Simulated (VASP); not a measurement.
# Tl2SbP3 (R-3m) in VASP: settings compared, part 2 of 2

VASP 6.6.1. The steps go on from the part before.

## 3. Single point, r2SCAN+rVV10

This run uses another cell than the first one, of 22.25 Å³/atom, 1.049 times its volume.

POSCAR

```
Tl2SbP3
1.0
    2.7374092165      1.5804439481      5.1421798191
   -2.7374092165      1.5804439481      5.1421798191
    0.0000000000     -3.1608878961      5.1421798191
Tl Sb P
2 1 3
Direct
    0.6157188646      0.6157188646      0.6157188646
    0.3842811354      0.3842811354      0.3842811354
    0.0000000000      0.0000000000      0.0000000000
    0.0000000000      0.5000000000      0.0000000000
    0.5000000000      0.0000000000      0.0000000000
    0.0000000000      0.0000000000      0.5000000000
```

INCAR.step1

```
SYSTEM = Tl2SbP3
PREC = Accurate
ENCUT = 520
ISMEAR = -1
SIGMA = 0.03
LREAL = .FALSE.
LASPH = .TRUE.
NELM = 80
NBANDS = 32
GGA = PE
ALGO = Normal
EDIFF = 1E-4
LWAVE = .TRUE.
LCHARG = .FALSE.
```

INCAR.step2

```
SYSTEM = Tl2SbP3
PREC = Accurate
ENCUT = 520
EDIFF = 1E-6
ISMEAR = -1
SIGMA = 0.03
LREAL = .FALSE.
LASPH = .TRUE.
NELM = 80
ALGO = Normal
ISIF = 2
LWAVE = .FALSE.
LCHARG = .FALSE.
METAGGA = R2SCAN
LMIXTAU = .TRUE.
LUSE_VDW = .TRUE.
IVDW_NL = 2
BPARAM = 11.95
CPARAM = 0.0093
NBANDS = 32
ISTART = 1
```

KPOINTS

```
Automatic mesh
0
G
  6 6 6
  0 0 0
```

Potentials or basis: VASP PAW PBE potentials, release 64 (Tl_d, Sb, P).

On the command line:

```sh
$ cat potpaw_PBE.64/Tl_d/POTCAR potpaw_PBE.64/Sb/POTCAR potpaw_PBE.64/P/POTCAR > POTCAR
$ cp INCAR.step1 INCAR
$ mpirun -np 1 vasp_std > vasp.out
$ cp INCAR.step2 INCAR
$ mpirun -np 1 vasp_std > vasp.out
```

OUTCAR:

```text
SYSTEM = Tl2SbP3
   PREC = Accurate
   ENCUT = 520
   EDIFF = 1E-6
   ISMEAR = -1
   LREAL = .FALSE.
   LASPH = .TRUE.
   NELM = 80
   ISIF = 2
   METAGGA = R2SCAN
   IVDW_NL = 2
   BPARAM = 11.95
   ISTART = 1

 ion  position               nearest neighbor table
   1  0.616  0.616  0.616-   3 3.26   3 3.26   3 3.26   6 3.27   6 3.27   4 3.27   5 3.27   4 3.27
                             5 3.27   2 3.53   2 3.53   2 3.53   2 3.57
   2  0.384  0.384  0.384-   3 3.26   3 3.26   3 3.26   6 3.27   6 3.27   4 3.27   5 3.27   4 3.27
                             5 3.27   1 3.53   1 3.53   1 3.53   1 3.57
[... 1058 lines left out ...]
  Total        0.1030749      0.1030749      0.0792722     -0.0000000      0.0000000     -0.0000000
  in kB        1.2372179      1.2372179      0.9515117     -0.0000000      0.0000000     -0.0000000
  external PRESSURE =       1.1419825 kB  Pullay stress =       0.0000000 kB

 VOLUME and BASIS-vectors are now :
 -----------------------------------------------------------------------------
  energy-cutoff  :      520.00
  volume of cell :      133.48
      direct lattice vectors                 reciprocal lattice vectors
     2.737409217  1.580443948  5.142179819     0.182654459  0.105455601  0.064823352
    -2.737409217  1.580443948  5.142179819    -0.182654459  0.105455601  0.064823352
     0.000000000 -3.160887896  5.142179819     0.000000000 -0.210911202  0.064823352

 POSITION                                       TOTAL-FORCE (eV/Angst)
 -----------------------------------------------------------------------------------
      0.00000      0.00000      9.49841        -0.000000      0.000000      0.006439
      0.00000      0.00000      5.92813        -0.000000     -0.000000     -0.006439
      0.00000      0.00000      0.00000        -0.000000      0.000000      0.000000
     -1.36870      0.79022      2.57109         0.000000      0.000000      0.000000
      1.36870      0.79022      2.57109        -0.000000      0.000000      0.000000
      0.00000     -1.58044      2.57109        -0.000000      0.000000      0.000000
 -----------------------------------------------------------------------------------
    total drift:                                0.000000     -0.000000      0.000000

  FREE ENERGIE OF THE ION-ELECTRON SYSTEM (eV)
  ---------------------------------------------------
  free  energy   TOTEN  =      -155.3614605891 eV

  energy  without entropy=     -155.3571622607  energy(sigma->0) =     -155.35931142
```

OSZICAR.step1:

```text
N       E                     dE             d eps       ncg     rms          rms(c)
DAV:   1     0.220669054553E+03    0.22067E+03   -0.21111E+04  2056   0.127E+03
DAV:   2    -0.123772285142E+02   -0.23305E+03   -0.22254E+03  2408   0.261E+02
DAV:   3    -0.227022858015E+02   -0.10325E+02   -0.10070E+02  2488   0.475E+01
DAV:   4    -0.228463223774E+02   -0.14404E+00   -0.14377E+00  2216   0.613E+00
DAV:   5    -0.228485295740E+02   -0.22072E-02   -0.22059E-02  2536   0.797E-01    0.725E+00
DAV:   6    -0.225171912041E+02    0.33134E+00   -0.56940E-01  2368   0.476E+00    0.478E+00
DAV:   7    -0.225050253723E+02    0.12166E-01   -0.24786E-01  2432   0.238E+00    0.204E+00
DAV:   8    -0.225004370437E+02    0.45883E-02   -0.31615E-02  2368   0.101E+00    0.260E-01
DAV:   9    -0.224995867536E+02    0.85029E-03   -0.52649E-03  2600   0.400E-01    0.103E-01
DAV:  10    -0.224996397079E+02   -0.52954E-04   -0.54549E-04  2256   0.983E-02
   1 F= -.22499640E+02 E0= -.22497110E+02  d E =-.505845E-02
```

Run time: 8.5 min. Hardware: 1 thread of AMD EPYC 9R45 (Zen 5), shared host; peak memory 0.79 GiB.

What came out:

| Item | Value |
| --- | --- |
| Free energy | -155.3615 eV |
| Pressure | 0.1 GPa |
| Largest force | 0.006 eV/Å |
| Band gap on the k mesh | zero (band 23 reaches 8.41 eV, above the bottom of band 24 at 6.51 eV) |

Forces in eV/Å, atoms in the order of the input:
```
Tl   0.000  0.000  0.006
Tl   0.000  0.000 -0.006
Sb   0.000  0.000  0.000
P    0.000  0.000  0.000
P    0.000  0.000  0.000
P    0.000  0.000  0.000
```

Caveat: the PAW data sets were made with another functional, which shifts forces and pressure a little; spin-orbit coupling is left out, which moves the levels of the heavy elements.

## 4. Relaxation of cell and atoms, PBEsol

This run uses another cell than the first one, of 30.42 Å³/atom, 1.435 times its volume.

INCAR

```
  PREC = Accurate
  ENCUT = 600
  EDIFF = 1E-7
  ISMEAR = -1
  SIGMA = 0.03
  LREAL = F
  LASPH = T
  NELM = 80
  ALGO = Normal
  ISIF = 3
  LWAVE = F
  LCHARG = F
  GGA = PS
  IBRION = 2
  NSW = 100
  EDIFFG = -0.01
```

KPOINTS

```
Automatic mesh
0
Gamma
  4 4 4
```

POSCAR

```
Tl2SbP3
1.0
    3.2033900600      1.8494781100      5.1341807700
   -3.2033900600      1.8494781100      5.1341807700
    0.0000000000     -3.6989562200      5.1341807700
Tl Sb P
2 1 3
Direct
    0.6247839200      0.6247839200      0.6247839200
    0.3752160800      0.3752160800      0.3752160800
    0.0000000000      0.0000000000      0.0000000000
    0.0000000000      0.5000000000      0.0000000000
    0.5000000000      0.0000000000      0.0000000000
    0.0000000000      0.0000000000      0.5000000000
```

On the command line:

```sh
$ cat potpaw_PBE.64/Tl_d/POTCAR potpaw_PBE.64/Sb/POTCAR potpaw_PBE.64/P/POTCAR > POTCAR
$ mpirun -np 1 vasp_std > vasp.out
```

Run time: 12 min. Hardware: 1 thread of AMD EPYC 9R45 (Zen 5), shared host; peak memory 0.45 GiB.

Results (log left out):

* Free energy: -25.4523 eV
* Relaxed volume: 21.20 Å³/atom
* Relaxed cell: a = 5.807 Å, b = 5.807 Å, c = 5.807 Å, α = 56.48°, β = 56.48°, γ = 56.48°
* Space group after relaxing (to 0.05 Å): R-3m (No. 166)
* Energy gained by relaxing: 428.2 meV/atom
* Ionic steps: 17
* Pressure after relaxing: 0.0 GPa
* Largest force after relaxing: 0.007 eV/Å
* Band gap on the k mesh: zero (band 23 reaches 8.80 eV, above the bottom of band 24 at 6.94 eV)

Forces in eV/Å, atoms in the order of the input:
```
Tl   0.000  0.000 -0.007
Tl   0.000  0.000  0.007
Sb   0.000  0.000  0.000
P    0.000  0.000  0.000
P    0.000  0.000  0.000
P    0.000  0.000  0.000
```

Step by step:
```csv
step,energy change (eV),largest force (eV/Å),pressure (GPa),volume (Å³)
1,0.0000,0.0203,-10.00,182.51
2,-2.2320,0.0866,-3.37,136.83
3,-2.3220,0.0739,-0.33,129.27
4,-2.3228,0.0697,0.11,128.33
5,-2.5128,0.2354,1.26,124.77
6,-2.5172,0.2711,1.60,124.12
7,-2.5372,0.2551,-0.63,128.02
8,-2.5380,0.2569,-0.29,127.36
9,-2.5455,0.2238,-0.25,127.27
10,-2.5615,0.1153,-0.07,126.98
11,-2.5639,0.1261,0.48,126.41
12,-2.5679,0.0092,0.16,126.69
13,-2.5680,0.0041,0.19,126.66
14,-2.5691,0.0065,-0.25,127.70
15,-2.5693,0.0042,-0.12,127.41
16,-2.5692,0.0104,0.11,127.02
17,-2.5695,0.0072,-0.01,127.22
```

Final structure:
```yaml
crystal:
  lattice:
    - [2.74792, 1.58651, 4.86374]
    - [-2.74792, 1.58651, 4.86374]
    - [0.00000, -3.17302, 4.86374]
  atoms:
    - { symbol: Tl, position: [0.61509, 0.61509, 0.61509] }
    - { symbol: Tl, position: [0.38491, 0.38491, 0.38491] }
    - { symbol: Sb, position: [0.00000, 0.00000, 0.00000] }
    - { symbol: P, position: [0.00000, 0.50000, 0.00000] }
    - { symbol: P, position: [0.50000, 0.00000, 0.00000] }
    - { symbol: P, position: [0.00000, 0.00000, 0.50000] }
```

Levels at points of the mesh, in eV from the Fermi level:
| k point | band 19 | band 20 | band 21 | band 22 | band 23 | band 24 | band 25 | band 26 | band 27 |
| --- | --- | --- | --- | --- | --- | --- | --- | --- | --- |
| (0.00, 0.00, 0.00) | -4.48 | -2.95 | -2.24 | -2.24 | 0.00 | 0.04 | 0.04 | 2.93 | 3.35 |
| (0.50, 0.00, 0.00) | -3.61 | -1.52 | -1.30 | -1.02 | -0.85 | -0.77 | 1.30 | 2.75 | 2.83 |
| (0.50, 0.50, 0.00) | -2.11 | -1.55 | -1.07 | -0.81 | -0.55 | -0.42 | 0.09 | 0.96 | 3.03 |
| (0.50, 0.50, 0.50) | -3.41 | -1.34 | -1.34 | -0.82 | -0.82 | -0.58 | -0.05 | 2.33 | 3.04 |

Caveat: the volume moved by over 15 % at a fixed basis, so the end points are rough; the PAW data sets were made with another functional, which shifts forces and pressure a little; spin-orbit coupling is left out, which moves the levels of the heavy elements.

## 5. Overview

| task | level | cell | k mesh | cutoff (eV) | gap on the mesh (eV) | pressure (GPa) | largest force (eV/Å) |
| --- | --- | --- | --- | --- | --- | --- | --- |
| single point | PBEsol | a = 5.808 Å, angles 56.5°, 6 atoms | 4 × 4 × 4 | 520 | none | 0.0 | 0.01 |
| single point | r2SCAN+rVV10 | a = 6.036 Å, angles 53.9°, 6 atoms | 6 × 6 × 6 | 520 | none | 0.1 | 0.01 |
| relaxation of cell and atoms | PBEsol | relaxed from a = 6.328 Å, angles 60.8°, 6 atoms | 4 × 4 × 4 | 600 | none | 0.0 | 0.01 |

Alike in all rows: potentials or basis VASP PAW PBE potentials, release 64 (Tl_d, Sb, P); no spin polarisation; smearing fermi-dirac 0.03 eV.

Caveats: the PAW data sets were made with another functional, which shifts forces and pressure a little; spin-orbit coupling is left out, which moves the levels of the heavy elements; the volume moved by over 15 % at a fixed basis, so the end points are rough (some runs).

Total energies depend on the potentials used, so only differences within one code and one set of settings carry meaning.
